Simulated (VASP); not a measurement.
Here is a VASP 6.6.1 calculation.

The input INCAR:

```
SYSTEM = BN
  ALGO = Normal
  EDIFF = 1E-6
  ENCUT = 520
  GGA = PE
  ISIF = 2
  ISMEAR = 0
  LASPH = .True.
  LCHARG = .False.
  LREAL = .False.
  LWAVE = .False.
  NBANDS = 11
  NELM = 100
  PREC = Accurate
  SIGMA = 0.05
```

The input KPOINTS:

```
k-points
0
Gamma
  12 12 12
  0 0 0
```

Contents of POSCAR:

```
BN
1.0
    0.0000000000      1.9580410800      1.7404809600
    1.9580410800      0.0000000000      1.7404809600
    1.9580410800      1.9580410800      0.0000000000
B N
1 1
Direct
    0.0000000000      0.0000000000      0.0000000000
    0.7500000000      0.7500000000      0.7500000000
```

Potentials or basis: VASP PAW PBE potentials, release 64 (B, N).

Run with:

```sh
$ cat potpaw_PBE.64/B/POTCAR potpaw_PBE.64/N/POTCAR > POTCAR
$ mpirun -np 1 vasp_std > vasp.out
```

(1) Predict the pressure.

(2) Estimate the band gap on the k mesh.

Answers

(1) -34.4 GPa.

(2) 2.69 eV, indirect (least direct gap 7.22 eV).

Caveat: the cell differs from its parent crystal (strain +0.080 along x and y, -0.040 along z).
